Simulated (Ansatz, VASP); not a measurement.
# LiH: VASP beside Ansatz

INCAR

```
PREC = Accurate ; ENCUT = 520
EDIFF = 1E-6 ; ISMEAR = 0
SIGMA = 0.05 ; LREAL = F
LASPH = T ; NELM = 100
ALGO = Normal ; ISIF = 2
LWAVE = F ; LCHARG = F
NBANDS = 9
```

KPOINTS

```
regular mesh
0
Gamma
  10 10 10
```

The input POSCAR:

```
LiH
1.0
    0.0000000000      2.0325000000      2.0325000000
    2.0325000000      0.0000000000      2.0325000000
    2.0325000000      2.0325000000      0.0000000000
Li H
1 1
Direct
    0.0000000000      0.0000000000      0.0000000000
    0.4715940827      0.4715940827      0.4715940827
```

Input for Ansatz:

```yaml
crystal:
  lattice:
    - [0.0, 2.0325, 2.0325]
    - [2.0325, 0.0, 2.0325]
    - [2.0325, 2.0325, 0.0]
  atoms:
    - { symbol: Li, position: [0.0, 0.0, 0.0] }
    - { symbol: H, position: [0.4715940827, 0.4715940827, 0.4715940827] }
basis:
  ecutwfc: 420
kpoints:
  mp_grid: { grid: [10, 10, 10] }
hamiltonian:
  xc: lda
scf:
  occupations: { method: gaussian, width: 0.05 }
output:
  forces: true
  stress: true
  eigenvalues: true
```

Change from the starting cell: all H atoms moved -0.200 Å, as atom 2 along Cartesian [1 1 1].

Alike in both runs: task single point; functional LDA; k mesh 10 × 10 × 10; occupations gaussian, width 0.05 eV; no spin polarisation.

|  | VASP | Ansatz |
| --- | --- | --- |
| version | VASP 6.6.1 | Ansatz 0.2.0 |
| potentials or method | VASP PAW LDA potentials, release 64 (Li_sv, H), cutoff 520 eV | scalar-relativistic, plane waves, PAW |
| valence electrons in the cell | 4 | 4 |

Ansatz gave:

```
gap on the k mesh at the Fermi level (eV) : 2.89
least direct gap on the mesh (eV)         : 2.89
rms of the force components (eV/Å)        : 0.105
```

Q: Which values does VASP return?

A: gap on the k mesh at the Fermi level (eV): 2.88; least direct gap on the mesh (eV): 2.88; rms of the force components (eV/Å): 0.106.

LDA's correlation is that of Perdew and Zunger in VASP and of Perdew and Wang (1992) in Ansatz. Atom by atom the forces differ by 0.000 eV/Å (rms over components).

Noted on VASP's run: the cutoff is under 1.25 times that of the potentials, so the pressure is a little rough.
